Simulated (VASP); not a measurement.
A run of VASP 6.6.1 is set up as follows.

The input INCAR:

```
PREC = Accurate
ENCUT = 520
EDIFF = 1E-6
ISMEAR = 0
SIGMA = 0.15
LREAL = False
LASPH = True
NELM = 80
ALGO = Normal
ISIF = 2
LWAVE = False
LCHARG = False
NBANDS = 8
```

Contents of KPOINTS:

```
Automatic mesh
0
Gamma
  20 20 20
```

Contents of POSCAR:

```
Al
1.0
    0.0000000000      2.0543397000      2.0239800000
    2.0239800000      0.0000000000      2.0239800000
    2.0239800000      2.0543397000      0.0000000000
Al
1
Direct
    0.0000000000      0.0000000000      0.0000000000
```

Potentials or basis: VASP PAW LDA potentials, release 64 (Al).

Run with:

```console
$ cat potpaw_LDA.64/Al/POTCAR > POTCAR
$ mpirun -np 1 vasp_std > vasp.out
```

Task: Predict the pressure.

Result: -4.5 GPa.

Stress tensor (GPa, compression positive):
```
-4.34  0.00  0.00
 0.00 -4.82  0.00
 0.00  0.00 -4.34
```

Caveat: the cell differs from its parent crystal (strain +0.0150 x Voigt [0, 1, 0, 0, 0, 0]).
